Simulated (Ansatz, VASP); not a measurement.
## SiC in VASP and in Ansatz

The input INCAR:

```
ALGO = Normal ; EDIFF = 1E-6
ENCUT = 520 ; GGA = PE
ISIF = 2 ; ISMEAR = 0
LASPH = True ; LCHARG = True
LELF = True ; LREAL = False
LVHAR = True ; LWAVE = False
NBANDS = 26 ; NELM = 80
PREC = Accurate ; SIGMA = 0.05
```

Contents of KPOINTS:

```
k-points
0
Gamma
  12 12 4
```

File POSCAR:

```
SiC
1.0
    3.0941201807      0.0000000000      0.0000000000
   -1.5470600903      2.6795866789      0.0000000000
    0.0000000000      0.0000000000     10.9396863344
Si C
4 4
Direct
    0.6666666667      0.3333333333      0.9378441878
    0.3333333333      0.6666666667      0.4378441878
    0.0000000000      0.0000000000      0.6878995565
    0.0000000000      0.0000000000      0.1878995565
    0.6666666667      0.3333333333      0.7498074459
    0.3333333333      0.6666666667      0.2498074459
    0.0000000000      0.0000000000      0.5004478098
    0.0000000000      0.0000000000      0.0004478098
```

Input for Ansatz:

```yaml
crystal:
  lattice:
    - [3.0941201807, 0.0, 0.0]
    - [-1.5470600903, 2.6795866789, 0.0]
    - [0.0, 0.0, 10.9396863344]
  atoms:
    - { symbol: Si, position: [0.6666666667, 0.3333333333, 0.9378441878] }
    - { symbol: Si, position: [0.3333333333, 0.6666666667, 0.4378441878] }
    - { symbol: Si, position: [0.0, 0.0, 0.6878995565] }
    - { symbol: Si, position: [0.0, 0.0, 0.1878995565] }
    - { symbol: C, position: [0.6666666667, 0.3333333333, 0.7498074459] }
    - { symbol: C, position: [0.3333333333, 0.6666666667, 0.2498074459] }
    - { symbol: C, position: [0.0, 0.0, 0.5004478098] }
    - { symbol: C, position: [0.0, 0.0, 0.0004478098] }
basis:
  ecutwfc: 420
kpoints:
  mp_grid: { grid: [12, 12, 4] }
hamiltonian:
  xc: pbe
scf:
  occupations: { method: gaussian, width: 0.05 }
output:
  forces: true
  stress: true
  eigenvalues: true
```

Change from the starting cell: strain +0.000 along x and y, +0.080 along z, atoms carried along.

Alike in both runs: task single point; functional PBE; k mesh 12 × 12 × 4; occupations gaussian, width 0.05 eV; no spin polarisation.

|  | VASP | Ansatz |
| --- | --- | --- |
| version | VASP 6.6.1 | Ansatz 0.2.0 |
| potentials or method | VASP PAW PBE potentials, release 64 (Si, C), cutoff 520 eV | scalar-relativistic, plane waves, PAW |
| valence electrons in the cell | 32 | 32 |

|  | VASP | Ansatz | Ansatz less VASP |
| --- | --- | --- | --- |
| gap on the k mesh at the Fermi level (eV) | 1.81 | 1.82 | +0.003 |
| least direct gap on the mesh (eV) | 3.11 | 3.12 | +0.004 |
| pressure (GPa) | -12.5 | -12.5 | +0.02 |
| traceless stress, the component that is largest in VASP (GPa) | -20.96 | -20.86 | +0.106 |
| rms of the force components (eV/Å) | 0.071 | 0.071 | -0.0007 |

Atom by atom the forces differ by 0.001 eV/Å (rms over components).
